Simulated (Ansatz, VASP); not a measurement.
**Ru in VASP and in Ansatz**

```
Ru
1.0
     2.70580    0.00000    0.00000
    -1.35290    2.34329    0.00000
     0.00000    0.00000    4.19626
Ru
2
Direct
  0.66667 0.33333 0.75000
  0.33333 0.66667 0.25000
```

Alike in both runs: functional PBE; k mesh 9 × 9 × 5; occupations fermi-dirac, width 0.05 eV; no spin polarisation.

|  | VASP | Ansatz |
| --- | --- | --- |
| version | VASP 6.6.1 | Ansatz 0.2.0 |
| potentials or method | VASP PAW PBE potentials, release 64 (Ru_pv) | Ansatz PAW |
| plane-wave cutoff (eV) | 520 | 420 |
| valence electrons in the cell | 28 | 32 |
| task | single point | band structure |

```tsv
	VASP	Ansatz	Ansatz less VASP
gap on the k mesh at the Fermi level (eV)	none	none	-
pressure (GPa)	11.8	11.8	+0.06
traceless stress, the component that is largest in VASP (GPa)	7.01	7.00	-0.008
```

A gap of «none» marks a metal or a gap that the smearing closes. With one functional, cell and mesh, what is left measures potentials, basis and numerics. VASP's potentials hold 28 valence electrons a cell and Ansatz's 32, so a difference there can come from the potentials and not from the codes.
